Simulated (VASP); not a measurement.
## Si2Mo: single point with PBEsol

Si2Mo:

```
CELL_PARAMETERS angstrom
-1.62176 1.62176 3.97622
1.62176 -1.62176 3.97622
1.62176 1.62176 -3.97622
ATOMIC_POSITIONS crystal
Si 0.33506 0.33506 0.00000
Si 0.66494 0.66494 0.00000
Mo 0.00000 0.00000 0.00000
```

This cell differs from its parent crystal: atoms displaced along a vibrational mode, the cell strained.

| Property | Result |
| --- | --- |
| Program | VASP 6.6.1 |
| Task | single point |
| Functional | PBEsol |
| Potentials or basis | VASP PAW PBE potentials, release 64 (Si, Mo_sv) |
| Cutoff | 520 eV |
| k mesh | 18 × 18 × 18 |
| Occupations | gaussian, width 0.15 eV |
| Spin | no spin polarisation |

```yaml
Pressure: -9.6 GPa
Largest_force: 0.111 eV/Å
Band_gap_on_the_k_mesh: zero (bands 11 and 12 overlap by 0.92 eV)
```

Forces on the atoms (eV/Å):
```
Si   0.000  0.000  0.111
Si   0.000  0.000 -0.111
Mo   0.000  0.000  0.000
```

Stress tensor (GPa, compression positive):
```
 -9.19   0.00   0.00
  0.00  -9.19   0.00
  0.00   0.00 -10.47
```

Levels at points of the mesh, in eV from the Fermi level:
```csv
k point,band 9,band 10,band 11,band 12,band 13,band 14
"(0.00, 0.00, 0.00)",-2.50,-2.50,0.36,2.93,3.30,3.42
"(0.50, 0.00, 0.00)",-2.46,-2.46,-0.46,2.12,3.04,3.76
"(0.50, 0.50, 0.00)",-4.29,-2.91,-1.21,2.16,2.55,2.99
"(0.50, 0.50, 0.50)",-0.55,-0.55,-0.46,-0.46,0.49,4.56
```

It took 8.3 min on 1 thread of Intel(R) Xeon(R) Platinum 8488C (Sapphire Rapids), with other jobs on the host, peak memory 0.47 GiB.

Caveat: the cell differs from its parent crystal (atoms displaced along a vibrational mode, the cell strained); the cell stands under tension; the PAW data sets were made with another functional, which shifts forces and pressure a little.
